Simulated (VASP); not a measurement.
Write the native input for VASP 6.6.1 that does the following.

* Task: single point
* Functional: PBE
* Potentials or basis: VASP PAW PBE potentials, release 64 (Sr_sv, O)
* Cutoff: 520 eV
* k mesh: 6 × 6 × 4
* Occupations: gaussian, width 0.01 eV
* Spin: no spin polarisation
* Dipole correction: no
* Further INCAR settings: ALGO = Normal; EDIFF = 1e-06; NBANDS = 24

The structure of SrO lies in POSCAR:

```
SrO
1.0
    4.2700309529      0.0000000000      0.0000000000
   -2.1350154765      3.6979552802      0.0000000000
    0.0000000000      0.0000000000      5.1444468270
Sr O
2 2
Direct
    0.3333333333      0.6666666667     -0.0625000000
    0.6666666667      0.3333333333      0.4375000000
    0.3333333333      0.6666666667      0.4375000000
    0.6666666667      0.3333333333      0.9375000000
```

One way to write it, as run:

INCAR

```
SYSTEM = SrO
ALGO = Normal ; EDIFF = 1E-6
ENCUT = 520 ; GGA = PE
ISIF = 2 ; ISMEAR = 0
LASPH = .True. ; LCHARG = .False.
LREAL = .False. ; LWAVE = .False.
NBANDS = 24 ; NELM = 100
PREC = Accurate ; SIGMA = 0.01
```

KPOINTS

```
k-points
0
Gamma
  6 6 4
  0 0 0
```

Potentials or basis: VASP PAW PBE potentials, release 64 (Sr_sv, O).

Launch:

```bash
$ cat potpaw_PBE.64/Sr_sv/POTCAR potpaw_PBE.64/O/POTCAR > POTCAR
$ mpirun -np 1 vasp_std > vasp.out
```

It gave:

```
Pressure               : 1.7 GPa
Band gap on the k mesh : 2.64 eV
```

Wall time 51 s on 1 thread of Intel Xeon 8259CL, with other jobs on the host, peak memory 0.21 GiB.
